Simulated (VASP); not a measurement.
BN: single point with r2SCAN

BN:

```xyz
4
Lattice="2.5539 0.0000 0.0000 -1.2770 2.2118 0.0000 0.0000 0.0000 4.2269" Properties=species:S:1:pos:R:3 pbc="T T T"
B     1.2770    0.7373    4.2257
B     0.0000    1.4745    2.1123
N     1.2770    0.7373    2.6430
N     0.0000    1.4745    0.5295
```

```yaml
Program: VASP 6.6.1
Task: single point
Functional: r2SCAN
Potentials_or_basis: VASP PAW PBE potentials, release 64 (B, N)
Cutoff: 520 eV
k_mesh: 9 × 9 × 4
Occupations: gaussian, width 0.1 eV
Spin: no spin polarisation
```

* Pressure: -3.7 GPa
* Largest force: 0.022 eV/Å
* Band gap on the k mesh: 5.72 eV (least direct gap 8.90 eV)

Forces on the atoms (eV/Å):
```
B    0.000  0.000  0.022
B    0.000  0.000  0.022
N    0.000  0.000 -0.022
N    0.000  0.000 -0.022
```

Stress tensor (GPa, compression positive):
```
-3.45  0.00  0.00
 0.00 -3.45  0.00
 0.00  0.00 -4.13
```

Levels at points of the mesh, in eV from the valence-band top:
```tsv
k point	band 6	band 7	band 8	band 9	band 10	band 11
(0.00, 0.00, 0.00)	-0.28	0.00	0.00	9.02	9.02	9.22
(0.00, 0.00, 0.50)	-1.20	-1.20	-1.20	10.13	10.13	10.62
```

Wall time 90 s on 1 thread of AMD EPYC 7R13 (shared host), peak memory 0.11 GiB.

Caveat: the cell stands under tension; the PAW data sets were made with another functional, which shifts forces and pressure a little. A k mesh can miss the band edges.
